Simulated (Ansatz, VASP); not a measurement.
One calculation of Al, two programs

File INCAR:

```
  PREC = Accurate
  ENCUT = 520
  EDIFF = 1E-7
  ISMEAR = 0
  SIGMA = 0.05
  LREAL = F
  LASPH = T
  NELM = 80
  ALGO = Normal
  ISIF = 2
  LWAVE = F
  LCHARG = F
  NBANDS = 10
```

File KPOINTS:

```
Automatic mesh
0
Gamma
  12 12 6
```

POSCAR

```
Al
1.0
    2.6951308822      0.0000000000      0.0000000000
   -1.3475654459      2.3340518104      0.0000000000
    0.0000000000      0.0000000000      4.6638243463
Al
2
Direct
    0.6666666667      0.3333333333      0.7500000000
    0.3333333333      0.6666666667      0.2500000000
```

Input for Ansatz:

```yaml
crystal:
  lattice:
    - [2.6951308822184927, 0.0, 0.0]
    - [-1.347565445900666, 2.334051810420292, 0.0]
    - [0.0, 0.0, 4.663824346269203]
  atoms:
    - { symbol: Al, position: [0.6666666666666666, 0.3333333333333333, 0.75] }
    - { symbol: Al, position: [0.3333333333333333, 0.6666666666666666, 0.25] }
basis:
  ecutwfc: 500.0
kpoints:
  mp_grid:
    grid: [12, 12, 6]
hamiltonian:
  xc: lda
  pseudopotentials:
    kind: paw
scf:
  occupations:
    method: gaussian
    width: 0.05
output:
  stress: true
```

Alike in both runs: task single point; functional LDA; k mesh 12 × 12 × 6; occupations gaussian, width 0.05 eV; no spin polarisation.

```csv
,VASP,Ansatz
version,VASP 6.6.1,Ansatz 0.2.0
potentials or method,"VASP PAW LDA potentials, release 64 (Al), cutoff 520 eV","plane waves, PAW"
valence electrons in the cell,6,6
```

VASP gave:

* pressure (GPa): 8.3
* traceless stress, the component that is largest in VASP (GPa): -4.18

Question: Which values does Ansatz return?

Answer: Pressure (GPa): 8.2; traceless stress, the component that is largest in VASP (GPa): -4.16.

LDA's correlation is that of Perdew and Zunger in VASP and of Perdew and Wang (1992) in Ansatz.
